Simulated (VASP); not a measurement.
Set up this calculation in VASP 6.6.1, as the native input.

| Quantity | Value |
| --- | --- |
| Task | single point |
| Functional | LDA |
| Potentials or basis | VASP PAW LDA potentials, release 64 (F) |
| Cutoff | 600 eV |
| k mesh | 17 × 17 × 17 |
| Occupations | fermi-dirac, width 0.05 eV |
| Spin | no spin polarisation |
| Dipole correction | no |
| Further INCAR settings | ALGO = Normal; EDIFF = 1e-06; NBANDS = 10 |

The structure of F lies in POSCAR:

```
F
1.0
    0.0000000000      1.6133363541      1.6133363541
    1.6133363541      0.0000000000      1.6133363541
    1.6133363541      1.6133363541      0.0000000000
F
1
Direct
    0.0000000000      0.0000000000      0.0000000000
```

One way to write it, as run:

INCAR

```
PREC = Accurate ; ENCUT = 600
EDIFF = 1E-6 ; ISMEAR = -1
SIGMA = 0.05 ; LREAL = F
LASPH = T ; NELM = 120
ALGO = Normal ; ISIF = 2
LWAVE = F ; LCHARG = F
NBANDS = 10 ; GGA_COMPAT = F
```

KPOINTS

```
Automatic mesh
0
Gamma
  17 17 17
```

Potentials or basis: VASP PAW LDA potentials, release 64 (F).

Run with:

```sh
$ cat potpaw_LDA.64/F/POTCAR > POTCAR
$ mpirun -np 1 vasp_std > vasp.out
```

It gave:

| Item | Value |
| --- | --- |
| Pressure | -0.6 GPa |
| Band gap on the k mesh | zero (an odd number of electrons rules out a gap without spin polarisation) |

Caveat: an odd number of electrons without spin polarisation forces a metal; a magnetic or distorted state may lie lower.

Run time: 5.5 s on 1 thread of Intel(R) Xeon(R) Platinum 8488C (Sapphire Rapids), on a shared host, peak memory 0.12 GiB.
